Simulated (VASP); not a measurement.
Here is a VASP 6.6.1 calculation.

Contents of INCAR:

```
PREC     = Accurate       # precision mode
ENCUT    = 520            # plane-wave cutoff, eV
EDIFF    = 1E-6           # SCF threshold, eV
ISMEAR   = -1             # smearing method
SIGMA    = 0.01           # smearing width, eV
LREAL    = False          # projectors in reciprocal space
LASPH    = True           # aspherical terms in the spheres
NELM     = 120            # most SCF steps
ALGO     = Normal         # electronic algorithm
ISIF     = 2              # what is computed and relaxed
LWAVE    = False          # write WAVECAR
LCHARG   = True           # write CHGCAR
GGA      = CA             # functional
LELF     = True           # ELF
LVHAR    = True         
NELECT   = 198.0        
NBANDS   = 116            # bands
GGA_COMPAT= False
```

Contents of KPOINTS:

```
Automatic mesh
0
Gamma
  1 1 1
  0.25 0.25 0.25
```

The input POSCAR:

```
CuSn7O15
1.0
    4.8274600320      4.8274600320      0.0000000000
   -4.8274600320      4.8274600320      0.0000000000
    0.0000000000      0.0000000000      6.4759066843
Sn O Cu
7 15 1
Direct
    0.0172410229      0.4983258279      0.2362319997
    0.4955716105     -0.0023438994      0.2543138273
   -0.0078947677     -0.0013850800     -0.0003063187
    0.5131633201      0.4987955407     -0.0007650378
    0.0163612083      0.4986321777      0.7641346055
    0.4962821278     -0.0005038570      0.7440561319
   -0.0045862175     -0.0011105291      0.4995159515
   -0.0074133732      0.8023759151      0.2493843403
    0.5123196800      0.3142446888      0.2658428033
   -0.0119017650      0.1944032631      0.2494089986
    0.5051116090      0.6798972089      0.2661704252
    0.3023664017      0.0009492753     -0.0011636376
    0.8172566633      0.5012610360      0.0003894971
    0.2088416088      0.4946680886     -0.0002430387
    0.6840606850     -0.0041628048     -0.0005861611
   -0.0076697751      0.8025884112      0.7498304651
    0.5152520390      0.3179288457      0.7311596450
   -0.0133642510      0.1948224999      0.7498632157
    0.5074033575      0.6823699532      0.7320204482
    0.2993211392      0.0023212281      0.4997802112
    0.1548861146      0.4966910744      0.5005241305
    0.6916091854     -0.0055271431      0.4989095517
    0.4955913593      0.4984198835      0.4986101238
```

Potentials or basis: VASP PAW LDA potentials, release 64 (Sn_d, O, Cu).

Command:

```bash
$ cat potpaw_LDA.64/Sn_d/POTCAR potpaw_LDA.64/O/POTCAR potpaw_LDA.64/Cu/POTCAR > POTCAR
$ mpirun -np 1 vasp_std > vasp.out
```

Task: Estimate the largest force.

Result: 0.278 eV/Å.

Forces in eV/Å, atoms in the order of the input:
```
Sn   0.150  0.133 -0.169
Sn  -0.003  0.016  0.061
Sn  -0.003 -0.006 -0.035
Sn  -0.022 -0.030 -0.027
Sn   0.134  0.114  0.153
Sn   0.019  0.010 -0.062
Sn  -0.002 -0.015  0.030
O   -0.067  0.089 -0.015
O   -0.210  0.170  0.063
O    0.093 -0.026 -0.034
O    0.084 -0.057  0.051
O    0.069  0.045  0.016
O    0.095  0.073  0.012
O   -0.114 -0.079 -0.016
O   -0.077 -0.045  0.001
O   -0.072  0.084  0.026
O   -0.079 -0.011 -0.045
O    0.134 -0.038  0.035
O    0.154 -0.169 -0.032
O    0.082  0.033 -0.019
O   -0.136 -0.129 -0.040
O   -0.090 -0.031  0.003
Cu  -0.137 -0.131  0.044
```

Caveat: the cell carries a net charge on a neutralising background, which shifts energy and pressure.
